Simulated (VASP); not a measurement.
# BAs in VASP: further runs, part 2 of 3

VASP 6.6.1.

### 3 Single point, r2SCAN (uniaxial y strain +0.5%)

POSCAR

```
BAs
1.0
    0.0000000000      2.4028725035      2.3918699019
    2.3918699019      0.0000000000      2.3918699019
    2.3918699019      2.4028725035      0.0000000000
B As
1 1
Direct
    0.0000000000      0.0000000000      0.0000000000
    0.2500000000      0.2500000000      0.2500000000
```

INCAR.step1

```
SYSTEM = BAs
  PREC = Accurate
  ENCUT = 520
  ISMEAR = 0
  SIGMA = 0.01
  LREAL = .FALSE.
  LASPH = .TRUE.
  NELM = 100
  NBANDS = 11
  GGA = PE
  ALGO = Normal
  EDIFF = 1E-4
  LWAVE = .TRUE.
  LCHARG = .FALSE.
```

INCAR.step2

```
SYSTEM = BAs
  PREC = Accurate
  ENCUT = 520
  EDIFF = 1E-6
  ISMEAR = 0
  SIGMA = 0.01
  LREAL = .FALSE.
  LASPH = .TRUE.
  NELM = 100
  ALGO = Normal
  ISIF = 2
  LWAVE = .FALSE.
  LCHARG = .TRUE.
  METAGGA = R2SCAN
  LMIXTAU = .TRUE.
  LELF = .TRUE.
  LVHAR = .TRUE.
  NBANDS = 11
  ISTART = 1
```

KPOINTS

```
regular mesh
0
G
  10 10 10
  0 0 0
```

Potentials or basis: VASP PAW PBE potentials, release 64 (B, As).

On the command line:

```sh
> cat potpaw_PBE.64/B/POTCAR potpaw_PBE.64/As/POTCAR > POTCAR
> cp INCAR.step1 INCAR
> mpirun -np 1 vasp_std > vasp.out
> cp INCAR.step2 INCAR
> mpirun -np 1 vasp_std > vasp.out
```

OUTCAR:

```text
SYSTEM = BAs
   PREC = Accurate
   ENCUT = 520
   EDIFF = 1E-6
   ISMEAR = 0
   LREAL = .FALSE.
   LASPH = .TRUE.
   NELM = 100
   ISIF = 2
   METAGGA = R2SCAN
   ISTART = 1

 ion  position               nearest neighbor table
   1  0.000  0.000  0.000-   2 2.07   2 2.07   2 2.07   2 2.07
   2  0.250  0.250  0.250-   1 2.07   1 2.07   1 2.07   1 2.07

  LATTYP: Found a body centered tetragonal cell.
 ALAT       =     3.3826148547
 C/A-ratio  =     1.4207189448

  Lattice vectors:

 A1 = (   0.0000000000,  -2.4028725035,   2.3918699019)
 A2 = (   0.0000000000,  -2.4028725035,  -2.3918699019)
 A3 = (   2.3918699019,   2.4028725035,   0.0000000000)

Analysis of symmetry for initial positions (statically):
=====================================================================
 Subroutine PRICEL returns:
 Original cell was already a primitive cell.

 Routine SETGRP: Setting up the symmetry group for a
 body centered tetragonal supercell.

 Subroutine GETGRP returns: Found  8 space group operations
 (whereof  8 operations were pure point group operations)
 out of a pool of 16 trial point group operations.

The static configuration has the point symmetry D_2d.

Analysis of symmetry for dynamics (positions and initial velocities):
[... 167 lines left out ...]
 k-point     1 :       0.0000    0.0000    0.0000
  band No.  band energies     occupation
      1     -10.1492      2.00000
      2       5.8939      2.00000
      3       5.9413      2.00000
      4       5.9413      2.00000
      5       9.3504      0.00000
      6       9.3504      0.00000
      7       9.3827      0.00000
      8      10.9597      0.00000
      9      16.2564      0.00000
     10      19.2666      0.00000
     11      19.3959      0.00000
[... 309 lines left out ...]
 k-point    24 :       0.4000    0.3000    0.0000
  band No.  band energies     occupation
      1      -7.3789      2.00000
      2      -0.8685      2.00000
      3       1.7726      2.00000
      4       2.2602      2.00000
      5       7.8160      0.00000
      6       9.6187      0.00000
      7      15.2666      0.00000
      8      15.5227      0.00000
      9      18.8129      0.00000
     10      22.4311      0.00000
     11      22.6033      0.00000

 [... further k-points ...]
[... 5 lines left out ...]
  --------------------------------------------------------------------------------------
  -------------------------------------------------------------------------------------
  Total       -0.0095547     -0.1852175     -0.0095547      0.0000000     -0.0000000      0.0000000
  in kB       -0.5567931    -10.7933619     -0.5567931      0.0000000     -0.0000000      0.0000000
  external PRESSURE =      -3.9689827 kB  Pullay stress =       0.0000000 kB

 VOLUME and BASIS-vectors are now :
 -----------------------------------------------------------------------------
  energy-cutoff  :      520.00
  volume of cell :       27.49
      direct lattice vectors                 reciprocal lattice vectors
     0.000000000  2.402872503  2.391869902    -0.209041470  0.208084282  0.209041470
     2.391869902  0.000000000  2.391869902     0.209041470 -0.208084282  0.209041470
     2.391869902  2.402872503  0.000000000     0.209041470  0.208084282 -0.209041470

 POSITION                                       TOTAL-FORCE (eV/Angst)
 -----------------------------------------------------------------------------------
      0.00000      0.00000      0.00000        -0.000000      0.000000      0.000000
      1.19593      1.20144      1.19593         0.000000     -0.000000     -0.000000
 -----------------------------------------------------------------------------------
    total drift:                               -0.000000     -0.000000     -0.000000

  FREE ENERGIE OF THE ION-ELECTRON SYSTEM (eV)
  ---------------------------------------------------
  free  energy   TOTEN  =       -22.2558167881 eV

  energy  without entropy=      -22.2558167881  energy(sigma->0) =      -22.25581679
```

OUTCAR.step1:

```text
SYSTEM = BAs
   PREC = Accurate
   ENCUT = 520
   ISMEAR = 0
   LREAL = .FALSE.
   LASPH = .TRUE.
[... 559 lines left out ...]
      0.00000      0.00000      0.00000         0.000000     -0.000000      0.000000
      1.19593      1.20144      1.19593        -0.000000      0.000000     -0.000000
 -----------------------------------------------------------------------------------
    total drift:                               -0.000000     -0.000000     -0.000000

  FREE ENERGIE OF THE ION-ELECTRON SYSTEM (eV)
  ---------------------------------------------------
  free  energy   TOTEN  =       -11.4104129035 eV

  energy  without entropy=      -11.4104129035  energy(sigma->0) =      -11.41041290
```

Run time: 2 min. Hardware: 1 thread of Intel Xeon Platinum 8259CL at 2.50GHz (Skylake/Cascade Lake), shared host; peak memory 0.18 GiB.

Results:

```yaml
Free_energy: -22.2558 eV
Pressure: -0.4 GPa
Band_gap_on_the_k_mesh: 1.34 eV (least direct gap 3.41 eV)
```

Levels at points of the mesh, in eV from the valence-band top:
```
           k point  band 2  band 3  band 4  band 5  band 6  band 7
(0.00, 0.00, 0.00)   -0.05    0.00    0.00    3.41    3.41    3.44
(0.50, 0.00, 0.00)   -9.19   -1.97   -1.91    2.90    5.01    5.05
(0.50, 0.50, 0.00)   -9.02   -4.31   -4.30    1.59    1.67   12.02
(0.50, 0.00, 0.50)   -9.05   -4.26   -4.26    1.64    1.73   12.05
```

Caveat: the cell differs from its parent crystal (uniaxial y strain +0.5%); the PAW data sets were made with another functional, which shifts forces and pressure a little. A k mesh can miss the band edges.

### 4 Single point, r2SCAN (uniaxial z strain +5.1%)

POSCAR

```
BAs
1.0
    0.0000000000      2.3918699019      2.5143336409
    2.3918699019      0.0000000000      2.5143336409
    2.3918699019      2.3918699019      0.0000000000
B As
1 1
Direct
    0.0000000000      0.0000000000      0.0000000000
    0.2500000000      0.2500000000      0.2500000000
```

INCAR.step1

```
SYSTEM = BAs
PREC = Accurate ; ENCUT = 520
ISMEAR = 0 ; SIGMA = 0.01
LREAL = .FALSE. ; LASPH = .TRUE.
NELM = 60 ; NBANDS = 11
GGA = PE ; ALGO = Normal
EDIFF = 1E-4 ; LWAVE = .TRUE.
LCHARG = .FALSE.
```

INCAR.step2

```
SYSTEM = BAs
PREC = Accurate ; ENCUT = 520
EDIFF = 1E-6 ; ISMEAR = 0
SIGMA = 0.01 ; LREAL = .FALSE.
LASPH = .TRUE. ; NELM = 60
ALGO = Normal ; ISIF = 2
LWAVE = .FALSE. ; LCHARG = .FALSE.
METAGGA = R2SCAN ; LMIXTAU = .TRUE.
NBANDS = 11 ; ISTART = 1
```

KPOINTS

```
Automatic mesh
0
G
  10 10 10
  0 0 0
```

Potentials or basis: VASP PAW PBE potentials, release 64 (B, As).

On the command line:

```sh
> cat potpaw_PBE.64/B/POTCAR potpaw_PBE.64/As/POTCAR > POTCAR
> cp INCAR.step1 INCAR
> mpirun -np 1 vasp_std > vasp.out
> cp INCAR.step2 INCAR
> mpirun -np 1 vasp_std > vasp.out
```

OUTCAR:

```text
SYSTEM = BAs
   PREC = Accurate
   ENCUT = 520
   EDIFF = 1E-6
   ISMEAR = 0
   LREAL = .FALSE.
   LASPH = .TRUE.
   NELM = 60
   ISIF = 2
   METAGGA = R2SCAN
   ISTART = 1

 ion  position               nearest neighbor table
   1  0.000  0.000  0.000-   2 2.11   2 2.11   2 2.11   2 2.11
   2  0.250  0.250  0.250-   1 2.11   1 2.11   1 2.11   1 2.11

  LATTYP: Found a body centered tetragonal cell.
 ALAT       =     3.3826148547
 C/A-ratio  =     1.4866212968

  Lattice vectors:

 A1 = (  -2.3918699019,   0.0000000000,   2.5143336409)
 A2 = (   2.3918699019,   0.0000000000,   2.5143336409)
 A3 = (   0.0000000000,   2.3918699019,  -2.5143336409)

Analysis of symmetry for initial positions (statically):
=====================================================================
 Subroutine PRICEL returns:
 Original cell was already a primitive cell.

 Routine SETGRP: Setting up the symmetry group for a
 body centered tetragonal supercell.

 Subroutine GETGRP returns: Found  8 space group operations
 (whereof  8 operations were pure point group operations)
 out of a pool of 16 trial point group operations.

The static configuration has the point symmetry D_2d.

Analysis of symmetry for dynamics (positions and initial velocities):
=====================================================================
 Subroutine PRICEL returns:
 Original cell was already a primitive cell.

 Routine SETGRP: Setting up the symmetry group for a
 body centered tetragonal supercell.

 Subroutine GETGRP returns: Found  8 space group operations
 (whereof  8 operations were pure point group operations)
 out of a pool of 16 trial point group operations.

The dynamic configuration has the point symmetry D_2d.

 Subroutine INISYM returns: Found  8 space group operations
 (whereof  8 operations are pure point group operations),
 and found     1 'primitive' translations

----------------------------------------------------------------------------------------

                                     Primitive cell

  volume of cell :      28.7692

  direct lattice vectors                    reciprocal lattice vectors
     0.000000000  2.391869902  2.514333641    -0.209041470  0.209041470  0.198859846
     2.391869902  0.000000000  2.514333641     0.209041470 -0.209041470  0.198859846
     2.391869902  2.391869902  0.000000000     0.209041470  0.209041470 -0.198859846

  length of vectors
     3.470290375  3.470290375  3.382614855     0.356289083  0.356289083  0.356289083

  position of ions in fractional coordinates (direct lattice)
     0.000000000  0.000000000  0.000000000
     0.250000000  0.250000000  0.250000000

  ion indices of the primitive-cell ions
   primitive index   ion index
                 1           1
                 2           2

----------------------------------------------------------------------------------------

 KPOINTS: Automatic mesh

Automatic generation of k-mesh.
 Grid dimensions read from file:
 generate k-points for:   10   10   10

 Generating k-lattice:

  Cartesian coordinates                     Fractional coordinates (reciprocal lattice)
    -0.020904147  0.020904147  0.019885985     0.100000000  0.000000000  0.000000000
     0.020904147 -0.020904147  0.019885985     0.000000000  0.100000000  0.000000000
     0.020904147  0.020904147 -0.019885985     0.000000000  0.000000000  0.100000000

  Length of vectors
     0.035628908  0.035628908  0.035628908

  Shift w.r.t. Gamma in fractional coordinates (k-lattice)
     0.000000000  0.000000000  0.000000000

 Subroutine IBZKPT returns following result:
 ===========================================

 Found    102 irreducible k-points:

 Following reciprocal coordinates:
            Coordinates               Weight
  0.000000  0.000000  0.000000      1.000000
  0.100000 -0.000000  0.000000      8.000000
  0.200000 -0.000000  0.000000      8.000000
  0.300000 -0.000000  0.000000      8.000000
  0.400000 -0.000000  0.000000      8.000000
  0.500000 -0.000000  0.000000      4.000000
[... 16 lines left out ...]
  0.300000  0.300000  0.000000      2.000000
  0.400000  0.300000  0.000000      8.000000
 [... further k-points ...]
   k-points           NKPTS =    102   k-points in BZ     NKDIM =    102   number of bands    NBANDS=     11
   number of dos      NEDOS =    301   number of ions     NIONS =      2
   total plane-waves  NPLWV =  21952
   dimension x,y,z NGX =    28 NGY =   28 NGZ =   28
   dimension x,y,z NGXF=    56 NGYF=   56 NGZF=   56
   ions per type =               1   1
   NGX,Y,Z   is equivalent  to a cutoff of  13.41, 13.41, 13.76 a.u.
   NGXF,Y,Z  is equivalent  to a cutoff of  26.83, 26.83, 27.52 a.u.
 SYSTEM =  BAs
   PREC   = accura    normal or accurate (medium, high low for compatibility)
   ISTART =      1    job   : 0-new  1-cont  2-samecut
   ICHARG =      0    charge: 1-file 2-atom 10-const
   ISPIN  =      1    spin polarized calculation?
   LNONCOLLINEAR =      F non collinear calculations
   LSORBIT =      F    spin-orbit coupling
   LASPH  =      T    aspherical Exc in radial PAW
   ENCUT  =  520.0 eV  38.22 Ry    6.18 a.u.   6.45  6.45  6.29*2*pi/ulx,y,z
   NELM   =     60;   NELMIN=  2; NELMDL=  0     # of ELM steps
   EDIFF  = 0.1E-05   stopping-criterion for ELM
   LREAL  =      F    real-space projection
   EDIFFG = 0.1E-04   stopping-criterion for IOM
   NSW    =      0    number of steps for IOM
   IBRION =     -1    ionic relax: 0-MD 1-quasi-New 2-CG
   NFREE  =      0    steps in history (QN), initial steepest desc. (CG)
   ISIF   =      2    stress and relaxation
   ISYM   =      2    0-nonsym 1-usesym 2-fastsym
   POTIM  = 0.5000    time-step for ionic-motion
   TEBEG  =    0.0;   TEEND  =   0.0 temperature during run
   PSTRESS=    0.0 pullay stress
   NELECT =       8.0000    total number of electrons
   NUPDOWN=      -1.0000    fix difference up-down
   EMIN   =  10.00;   EMAX   =-10.00  energy-range for DOS
   EFERMI =   0.00;   METHOD = LEGACY
   ISMEAR =     0;   SIGMA  =   0.01  broadening in eV -4-tet -1-fermi 0-gaus
   EFERMI_NEDOS =   21; number of points for ismear=-14 and -15
   IALGO  =     38    algorithm
   IMIX   =      4    mixing-type and parameters
     AMIX     =   0.40;   BMIX     =  1.00
     AMIX_MAG =   1.60;   BMIX_MAG =  1.00
  volume/ion in A,a.u.               =      14.38        97.07
  Fermi-wavevector in a.u.,A,eV,Ry     =   1.068552  2.019270 15.535166  1.141802
  Thomas-Fermi vector in A             =   2.204203
   LORBIT       =      0    0 simple, 1 ext, 2 COOP (PROOUT), +10 PAW based schemes
   METAGGA = R2SCAN    functional components
   LHFCALC =     F    Hartree Fock is set to
   AEXX    =    0.0000 exact exchange contribution
   IVDW    =     0    specifies the selected vdW correction
   LEPSILON=     F    determine dielectric tensor
   LRPA    =     F    only Hartree local field effects (RPA)
 non-spin polarized calculation
 Gauss-broadening in eV      SIGMA  =   0.01
  energy-cutoff  :      520.00
  volume of cell :       28.77
 maximum number of plane-waves:       793
 NGX is ok and might be reduce to    28
   NGX = 13   NGY = 13   NGZ = 13

 number of electron       7.9999999 magnetization

 Free energy of the ion-electron system (eV)
  ---------------------------------------------------
  ext. energy  EPLUGINS =         0.00000000
  ---------------------------------------------------
  free energy    TOTEN  =       -22.19618325 eV

  energy without entropy =      -22.19618325  energy(sigma->0) =      -22.19618325

 E-fermi :   5.7415     XC(G=0): -10.8917

 val. band max:        5.6090728193   @ k =   0.0000   0.0000   0.0000
 cond. band min:       6.6500373728   @ k =   0.4000   0.0000   0.4000
 fundamental gap:      1.0409645535
 Fermi energy:         5.7414791312

 k-point     1 :       0.0000    0.0000    0.0000
  band No.  band energies     occupation
      1     -10.2199      2.00000
      2       5.0830      2.00000
      3       5.6091      2.00000
      4       5.6091      2.00000
      5       8.7202      0.00000
      6       8.7202      0.00000
      7       9.0656      0.00000
      8       9.8355      0.00000
      9      15.5393      0.00000
     10      17.9002      0.00000
     11      19.4617      0.00000
[... 309 lines left out ...]
 k-point    24 :       0.4000    0.3000    0.0000
  band No.  band energies     occupation
      1      -7.7286      2.00000
      2      -1.5026      2.00000
      3       1.6536      2.00000
      4       2.2510      2.00000
      5       7.8061      0.00000
      6       9.4225      0.00000
      7      14.3474      0.00000
      8      14.7273      0.00000
      9      17.5509      0.00000
     10      21.1964      0.00000
     11      21.9365      0.00000

 [... further k-points ...]
[... 5 lines left out ...]
  --------------------------------------------------------------------------------------
  -------------------------------------------------------------------------------------
  Total       -0.4335810     -0.4335810     -2.4644976      0.0000000      0.0000000     -0.0000000
  in kB      -24.1464263    -24.1464263   -137.2495612      0.0000000      0.0000000     -0.0000000
  external PRESSURE =     -61.8474713 kB  Pullay stress =       0.0000000 kB

 VOLUME and BASIS-vectors are now :
 -----------------------------------------------------------------------------
  energy-cutoff  :      520.00
  volume of cell :       28.77
      direct lattice vectors                 reciprocal lattice vectors
     0.000000000  2.391869902  2.514333641    -0.209041470  0.209041470  0.198859846
     2.391869902  0.000000000  2.514333641     0.209041470 -0.209041470  0.198859846
     2.391869902  2.391869902  0.000000000     0.209041470  0.209041470 -0.198859846

 POSITION                                       TOTAL-FORCE (eV/Angst)
 -----------------------------------------------------------------------------------
      0.00000      0.00000      0.00000        -0.000000     -0.000000      0.000000
      1.19593      1.19593      1.25717         0.000000      0.000000     -0.000000
 -----------------------------------------------------------------------------------
    total drift:                               -0.000000     -0.000000      0.000000

  FREE ENERGIE OF THE ION-ELECTRON SYSTEM (eV)
  ---------------------------------------------------
  free  energy   TOTEN  =       -22.1961832464 eV

  energy  without entropy=      -22.1961832464  energy(sigma->0) =      -22.19618325
```

It took 2 min on 1 thread of Intel Xeon Platinum 8259CL at 2.50GHz (Skylake/Cascade Lake), shared host; peak memory 0.18 GiB.

What came out:

```
Free energy            : -22.1962 eV
Pressure               : -6.2 GPa
Band gap on the k mesh : 1.04 eV (least direct gap 3.11 eV)
```

Stress tensor (GPa, compression positive):
```
 -2.41   0.00   0.00
  0.00  -2.41   0.00
  0.00   0.00 -13.72
```

Levels at points of the mesh, in eV from the valence-band top:
```csv
k point,band 1,band 2,band 3,band 4,band 5,band 6,band 7,band 8,band 9
"(0.00, 0.00, 0.00)",-15.83,-0.53,0.00,0.00,3.11,3.11,3.46,4.23,9.93
"(0.50, 0.00, 0.00)",-13.00,-9.01,-2.32,-1.71,2.34,4.78,5.01,9.30,12.95
"(0.50, 0.50, 0.00)",-11.92,-9.18,-3.93,-3.93,1.90,2.00,11.39,11.39,12.84
"(0.50, 0.00, 0.50)",-11.52,-8.79,-4.44,-4.35,1.32,1.36,11.03,11.70,13.24
```

Caveat: the cell differs from its parent crystal (uniaxial z strain +5.1%); the stress differs along the axes, from -14 to -2 GPa; the PAW data sets were made with another functional, which shifts forces and pressure a little.

(Part 2 of 3 ends here.)
